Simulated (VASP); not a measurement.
Here is a VASP 6.6.1 calculation.

Contents of INCAR:

```
  PREC = Accurate
  ENCUT = 600
  EDIFF = 1E-7
  ISMEAR = 0
  SIGMA = 0.05
  LREAL = False
  LASPH = True
  NELM = 80
  ALGO = Normal
  ISIF = 3
  LWAVE = False
  LCHARG = False
  GGA = PS
  IBRION = 2
  NSW = 80
  EDIFFG = -0.03
  PSTRESS = 200.0
```

File KPOINTS:

```
Automatic mesh
0
Gamma
  8 8 8
```

Contents of POSCAR:

```
Au
1.0
    0.0000000000      2.8000000000      2.8000000000
    2.8000000000      0.0000000000      2.8000000000
    2.8000000000      2.8000000000      0.0000000000
Au
2
Direct
    0.0000000000      0.0000000000      0.0000000000
    0.2500000000      0.2500000000      0.2500000000
```

Potentials or basis: VASP PAW PBE potentials, release 64 (Au).

Run with:

```bash
$ cat potpaw_PBE.64/Au/POTCAR > POTCAR
$ mpirun -np 1 vasp_std > vasp.out
```

(1) Predict the band gap on the k mesh.

(2) Estimate the space group after relaxing (to 0.05 Å).

Results:

(1) zero (band 11 reaches 5.64 eV, above the bottom of band 12 at 4.97 eV).

(2) Fd-3m (No. 227).

Caveat: the cell is relaxed towards a set pressure, so the enthalpy falls and the energy may rise; spin-orbit coupling is left out, which moves the levels of the heavy elements.
